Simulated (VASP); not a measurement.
**Mo5H: single point with PBEsol**

System: Mo5H, a slab with vacuum.

```
Mo H
1.0
     3.12931    0.00000    0.00000
     0.00000    3.12931    0.00000
     0.00000    0.00000   25.25861
Mo H
5 1
Direct
  0.50000 0.50000 0.33652
  0.00000 0.00000 0.39846
  0.50000 0.50000 0.45864
  0.00000 0.00000 0.52207
  0.50000 0.50000 0.57896
  0.00000 0.00000 0.59936
```

- Program: VASP 6.6.1
- Task: single point
- Functional: PBEsol
- Potentials or basis: VASP PAW PBE potentials, release 64 (Mo_sv, H)
- Cutoff: 520 eV
- k mesh: 9 × 9 × 1
- Occupations: gaussian, width 0.1 eV
- Spin: no spin polarisation

```json
{
 "Largest force": "1.216 eV/Å",
 "Band gap on the k mesh": "zero (an odd number of electrons rules out a gap without spin polarisation)"
}
```

Forces in eV/Å, atoms in the order of the input:
```
Mo   0.000  0.000  1.169
Mo   0.000  0.000 -1.216
Mo   0.000  0.000 -0.004
Mo   0.000  0.000  0.002
Mo   0.000  0.000  0.053
H    0.000  0.000 -0.004
```

Levels at points of the mesh, in eV from the Fermi level:
```csv
k point,band 32,band 33,band 34,band 35,band 36,band 37,band 38,band 39,band 40,band 41
"(0.00, 0.00, 0.00)",-0.88,-0.88,-0.42,-0.32,-0.25,-0.07,-0.07,-0.06,1.24,1.28
```

Run time: 3.6 min on 1 thread of Intel(R) Xeon(R) 6975P-C (Granite Rapids), on a shared host, peak memory 0.37 GiB.

Caveat: the PAW data sets were made with another functional, which shifts forces and pressure a little.
